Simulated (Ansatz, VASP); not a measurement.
**BaHfO3 in VASP and in Ansatz**

Contents of INCAR:

```
SYSTEM = BaHfO3
PREC     = Accurate       ! precision mode
ENCUT    = 520            ! plane-wave cutoff, eV
EDIFF    = 1E-6           ! SCF threshold, eV
ISMEAR   = 0              ! smearing method
SIGMA    = 0.1            ! smearing width, eV
LREAL    = .False.        ! projectors in reciprocal space
LASPH    = .True.         ! aspherical terms in the spheres
NELM     = 80             ! most SCF steps
ALGO     = Normal         ! electronic algorithm
ISIF     = 2              ! what is computed and relaxed
LWAVE    = .False.        ! write WAVECAR
LCHARG   = .True.         ! write CHGCAR
GGA      = PE             ! functional
LELF     = .True.         ! ELF
LVHAR    = .True.       
NBANDS   = 49             ! bands
```

KPOINTS

```
regular mesh
0
Gamma
  4 4 2
  0 0 0
```

Contents of POSCAR:

```
BaHfO3
1.0
    4.2061183603      0.0000000000      0.0000000000
    0.0000000000      4.2061183603      0.0000000000
    0.0000000000      0.0000000000      8.4122367206
Ba Hf O
2 2 6
Direct
    0.5000000000      0.5000000000      0.2500000000
    0.5000000000      0.5000000000      0.7500000000
    0.0000000000      0.0000000000      0.0000000000
    0.0000000000      0.0000000000      0.5000000000
    0.0000000000      0.5000000000      0.0000000000
    1.0000000000      0.5000000000      0.5000000000
    0.5000000000      0.0000000000      0.0000000000
    0.5000000000      0.0000000000      0.5000000000
    1.0000000000      0.0000000000      0.2500000000
    1.0000000000      0.0000000000      0.7500000000
```

Input for Ansatz:

```yaml
crystal:
  lattice:
    - [4.2061183603, 0.0, 0.0]
    - [0.0, 4.2061183603, 0.0]
    - [0.0, 0.0, 8.4122367206]
  atoms:
    - { symbol: Ba, position: [0.5, 0.5, 0.25] }
    - { symbol: Ba, position: [0.5, 0.5, 0.75] }
    - { symbol: Hf, position: [0.0, 0.0, 0.0] }
    - { symbol: Hf, position: [0.0, 0.0, 0.5] }
    - { symbol: O, position: [0.0, 0.5, 0.0] }
    - { symbol: O, position: [1.0, 0.5, 0.5] }
    - { symbol: O, position: [0.5, 0.0, 0.0] }
    - { symbol: O, position: [0.5, 0.0, 0.5] }
    - { symbol: O, position: [1.0, 0.0, 0.25] }
    - { symbol: O, position: [1.0, 0.0, 0.75] }
basis:
  ecutwfc: 420
kpoints:
  mp_grid: { grid: [4, 4, 2] }
hamiltonian:
  xc: pbe
scf:
  occupations: { method: gaussian, width: 0.1 }
  lower_state_search: "off"
output:
  forces: true
  stress: true
  eigenvalues: true
```

Alike in both runs: task single point; functional PBE; k mesh 4 × 4 × 2; occupations gaussian, width 0.1 eV; no spin polarisation.

|  | VASP | Ansatz |
| --- | --- | --- |
| version | VASP 6.6.1 | Ansatz 0.2.0 |
| potentials or method | VASP PAW PBE potentials, release 64 (Ba_sv, Hf_pv, O), cutoff 520 eV | scalar-relativistic, plane waves, PAW |
| valence electrons in the cell | 76 | 108 |

|  | VASP | Ansatz | Ansatz less VASP |
| --- | --- | --- | --- |
| gap on the k mesh at the Fermi level (eV) | 3.53 | 3.62 | +0.087 |
| least direct gap on the mesh (eV) | 3.77 | 3.75 | -0.017 |
| pressure (GPa) | -0.5 | 0.0 | +0.57 |

VASP's potentials hold 76 valence electrons a cell and Ansatz's 108, so a difference there can come from the potentials and not from the codes.

Spin-orbit coupling is off throughout.
